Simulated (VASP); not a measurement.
# C (P2_1/m) in VASP: further runs, part 3 of 3

VASP 6.6.1. Earlier steps stand in the parts before.

**5. Single point, PBEsol+D3(BJ) (engineering shear strain xy -0.2000, normal strain along z -0.0467)**

INCAR reads:

```
PREC = Accurate
ENCUT = 520
EDIFF = 1E-7
ISMEAR = 0
SIGMA = 0.15
LREAL = False
LASPH = True
NELM = 100
ALGO = Normal
ISIF = 2
LWAVE = False
LCHARG = True
GGA = PS
IVDW = 12
LELF = True
LVHAR = True
NBANDS = 16
```

KPOINTS reads:

```
regular mesh
0
Gamma
  18 18 6
```

POSCAR reads:

```
C
1.0
    2.4580081300     -0.2458008130      0.0000000000
   -1.4418738133      2.2515978898      0.0000000000
    0.0000000000      0.0000000000      6.2727680850
C
4
Direct
    0.0000000000      0.0000000000      0.0025000000
    0.0000000000      0.0000000000      0.5025000000
    0.3333333333      0.6666666667      0.0025000000
    0.6666666667      0.3333333333      0.5025000000
```

Potentials or basis: VASP PAW PBE potentials, release 64 (C).

On the command line:

```console
$ cat potpaw_PBE.64/C/POTCAR > POTCAR
$ mpirun -np 1 vasp_std > vasp.out
```

OUTCAR:

```text
PREC = Accurate
   ENCUT = 520
   EDIFF = 1E-7
   ISMEAR = 0
   LREAL = False
   LASPH = True
   NELM = 100
   ISIF = 2
   GGA = PS
   IVDW = 12
 IVDW          = 12

 ion  position               nearest neighbor table
   1  0.000  0.000  0.002-   3 1.30   3 1.43   3 1.54
   2  0.000  0.000  0.502-   4 1.30   4 1.43   4 1.54
   3  0.333  0.667  0.002-   1 1.30   1 1.43   1 1.54
   4  0.667  0.333  0.502-   2 1.30   2 1.43   2 1.54

  LATTYP: Found a simple monoclinic cell.
 ALAT       =     2.2484996915
 B/A-ratio  =     2.7897571472
 C/A-ratio  =     1.0986292805
 COS(beta)  =    -0.3609105083

  Lattice vectors:

 A1 = (   1.0161343167,   2.0057970768,   0.0000000000)
 A2 = (   0.0000000000,   0.0000000000,  -6.2727680850)
 A3 = (  -2.4580081300,   0.2458008130,   0.0000000000)

Analysis of symmetry for initial positions (statically):
=====================================================================
 Subroutine PRICEL returns:
 Original cell was already a primitive cell.

 Routine SETGRP: Setting up the symmetry group for a
 simple monoclinic supercell.

 Subroutine GETGRP returns: Found  4 space group operations
 (whereof  1 operations were pure point group operations)
 out of a pool of  4 trial point group operations.

The static configuration has the point symmetry C_1 .
 The point group associated with its full space group is C_2h.

Analysis of symmetry for dynamics (positions and initial velocities):
=====================================================================
 Subroutine PRICEL returns:
 Original cell was already a primitive cell.

 Routine SETGRP: Setting up the symmetry group for a
 simple monoclinic supercell.

 Subroutine GETGRP returns: Found  4 space group operations
 (whereof  1 operations were pure point group operations)
 out of a pool of  4 trial point group operations.

The dynamic configuration has the point symmetry C_1 .
 The point group associated with its full space group is C_2h.

[... 124 lines left out ...]
  Fermi-wavevector in a.u.,A,eV,Ry     =   1.292759  2.442960 22.738411  1.671226
  Thomas-Fermi vector in A             =   2.424447
   LORBIT       =      0    0 simple, 1 ext, 2 COOP (PROOUT), +10 PAW based schemes
   GGA     = PS    functional components
   LHFCALC =     F    Hartree Fock is set to
   AEXX    =    0.0000 exact exchange contribution
   IVDW    =    12    specifies the selected vdW correction
   LEPSILON=     F    determine dielectric tensor
   LRPA    =     F    only Hartree local field effects (RPA)
 non-spin polarized calculation
 Gauss-broadening in eV      SIGMA  =   0.15
  energy-cutoff  :      520.00
  volume of cell :       32.49
 maximum number of plane-waves:       894
   NGX =  9   NGY =  9   NGZ = 23

 number of electron      16.0000000 magnetization

 Free energy of the ion-electron system (eV)
  ---------------------------------------------------
  ext. energy  EPLUGINS =         0.00000000
  ---------------------------------------------------
  free energy    TOTEN  =       -36.47240328 eV

  energy without entropy =      -36.47168083  energy(sigma->0) =      -36.47204205

 E-fermi :   5.6315     XC(G=0): -11.0624

 val. band max:        5.5933381818   @ k =   0.3889   0.2222   0.0000
 cond. band min:       5.6688606616   @ k =   0.3889   0.2222   0.0000
 fundamental gap:      0.0755224798
 Fermi energy:         5.6314951436

 k-point     1 :       0.0000    0.0000    0.0000
  band No.  band energies     occupation
      1     -14.6047      2.00000
      2     -14.1079      2.00000
      3      -3.7269      2.00000
      4      -0.9638      2.00000
      5       1.7413      2.00000
      6       1.7479      2.00000
[... 433 lines left out ...]
      3      -1.5400      2.00000
      4      -1.4626      2.00000
      5      -1.3481      2.00000
      6      -0.5308      2.00000
[... 8 lines left out ...]
     15      18.7352      0.00000
     16      18.7378      0.00000

 [... further k-points ...]

------------------------ aborting loop because EDIFF is reached ----------------------------------------

 Edisp (eV)   -0.43878

 E8    (eV) :    -0.2133

  FORCE on cell =-STRESS in cart. coord.  units (eV):
  Direction    XX          YY          ZZ          XY          YZ          ZX
  --------------------------------------------------------------------------------------
  -------------------------------------------------------------------------------------
  Total       5.61634     5.28730     0.44621    20.61623     0.00000     0.00000
  in kB     276.93147   260.70707    22.00189  1016.54853     0.00000     0.00000
  external pressure =      186.55 kB  Pullay stress =        0.00 kB

 VOLUME and BASIS-vectors are now :
 -----------------------------------------------------------------------------
  energy-cutoff  :      520.00
  volume of cell :       32.49
      direct lattice vectors                 reciprocal lattice vectors
     2.458008130 -0.245800813  0.000000000     0.434668708  0.278352290  0.000000000
    -1.441873813  2.251597890  0.000000000     0.047451600  0.474515998  0.000000000
     0.000000000  0.000000000  6.272768085     0.000000000  0.000000000  0.159419253

 POSITION                                       TOTAL-FORCE (eV/Angst)
 -----------------------------------------------------------------------------------
      0.00000      0.00000      0.01568         2.880369      1.205835      0.000000
      0.00000      0.00000      3.15207        -2.880369     -1.205835      0.000000
     -0.14191      1.41913      0.01568        -2.923182     -1.217327      0.000000
      1.15805      0.58667      3.15207         2.923182      1.217327      0.000000
 -----------------------------------------------------------------------------------
    total drift:                               -0.000000     -0.000000     -0.000006

  FREE ENERGIE OF THE ION-ELECTRON SYSTEM (eV)
  ---------------------------------------------------
  free  energy   TOTEN  =       -36.9111850350 eV

  energy  without entropy=      -36.9104625815  energy(sigma->0) =      -36.91082381
```

It took 4 min on 1 thread of Intel Xeon Platinum 8488C (Sapphire Rapids), shared host; peak memory 0.35 GiB.

Results:

```
Free energy                : -36.9112 eV
Pressure                   : 18.7 GPa
Largest force              : 3.167 eV/Å
Dispersion energy per atom : -0.110 eV
```

Forces in eV/Å, atoms in the order of the input:
```
C    2.880  1.206  0.000
C   -2.880 -1.206  0.000
C   -2.923 -1.217  0.000
C    2.923  1.217  0.000
```

Caveat: the cell differs from its parent crystal (engineering shear strain xy -0.2000, normal strain along z -0.0467); the stress differs along the axes, from 2 to 28 GPa; the PAW data sets were made with another functional, which shifts forces and pressure a little.

**6. Summary**

```tsv
cell	pressure (GPa)	largest force (eV/Å)
a = 2.461, b = 2.565, c = 7.041 Å, angles 90.0, 90.0, 124.2°, 4 atoms	4.0	1.38
a = 2.465, b = 2.619, c = 6.119 Å, angles 90.0, 90.0, 126.3°, 4 atoms	11.9	2.19
a = 2.461, b = 2.565, c = 6.119 Å, angles 90.0, 90.0, 124.2°, 4 atoms	6.4	1.36
a = 2.470, b = 2.674, c = 6.273 Å, angles 90.0, 90.0, 128.3°, 4 atoms	18.7	3.17
```

Alike in all rows: task single point; level PBEsol+D3(BJ); potentials or basis VASP PAW PBE potentials, release 64 (C); no spin polarisation; k mesh 18 × 18 × 6; cutoff (eV) 520; smearing gaussian 0.15 eV.

Caveats: the PAW data sets were made with another functional, which shifts forces and pressure a little; the stress differs along the axes, from -2 to 7 GPa (at least some runs); the stress differs along the axes, from 4 to 16 GPa (at least some runs); the cell stands under pressure (at least some runs); the stress differs along the axes, from 2 to 28 GPa (at least some runs).

Absolute energies hang on the potentials; compare differences alone.
